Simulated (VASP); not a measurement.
A run of VASP 6.6.1 is set up as follows.

File POSCAR:

```
Rh
1.0
    2.7992535183      0.0000000000      0.0000000000
   -1.3996267591      2.3650972278      0.0000000000
    0.0000000000      0.0000000000      4.4284890000
Rh
2
Direct
    0.6666666667      0.3333333333      0.7500000000
    0.3333333333      0.6666666667      0.2500000000
```

File INCAR.step1:

```
PREC     = Accurate       # precision mode
ENCUT    = 520            # plane-wave cutoff, eV
ISMEAR   = 0              # smearing method
SIGMA    = 0.15           # smearing width, eV
LREAL    = F              # projectors in reciprocal space
LASPH    = T              # aspherical terms in the spheres
NELM     = 60             # most SCF steps
NBANDS   = 22             # bands
GGA      = PE             # functional
ALGO     = Normal         # electronic algorithm
EDIFF    = 1E-4           # SCF threshold, eV
LWAVE    = T              # write WAVECAR
LCHARG   = F              # write CHGCAR
```

The input INCAR.step2:

```
PREC     = Accurate       # precision mode
ENCUT    = 520            # plane-wave cutoff, eV
EDIFF    = 1E-6           # SCF threshold, eV
ISMEAR   = 0              # smearing method
SIGMA    = 0.15           # smearing width, eV
LREAL    = F              # projectors in reciprocal space
LASPH    = T              # aspherical terms in the spheres
NELM     = 60             # most SCF steps
ALGO     = Normal         # electronic algorithm
ISIF     = 2              # what is computed and relaxed
LWAVE    = F              # write WAVECAR
LCHARG   = F              # write CHGCAR
METAGGA  = R2SCAN         # meta-GGA
LMIXTAU  = T            
NBANDS   = 22             # bands
ISTART   = 1
```

Contents of KPOINTS:

```
Automatic mesh
0
Gamma
  18 18 12
```

Potentials or basis: VASP PAW PBE potentials, release 64 (Rh_pv).

Run with:

```bash
$ cat potpaw_PBE.64/Rh_pv/POTCAR > POTCAR
$ cp INCAR.step1 INCAR
$ mpirun -np 1 vasp_std > vasp.out
$ cp INCAR.step2 INCAR
$ mpirun -np 1 vasp_std > vasp.out
```

(1) Estimate the pressure.

(2) Predict the band gap on the k mesh.

(3) Estimate the largest force.

## Answers

(1) -13.9 GPa.

(2) zero (bands 15 and 16 overlap by 2.25 eV).

(3) 0.040 eV/Å.

Caveat: the cell differs from its parent crystal (strain +0.0250 x Voigt [1, 0, 0, 0, 0, 0]); the stress differs along the axes, from -17 to -11 GPa; the PAW data sets were made with another functional, which shifts forces and pressure a little.
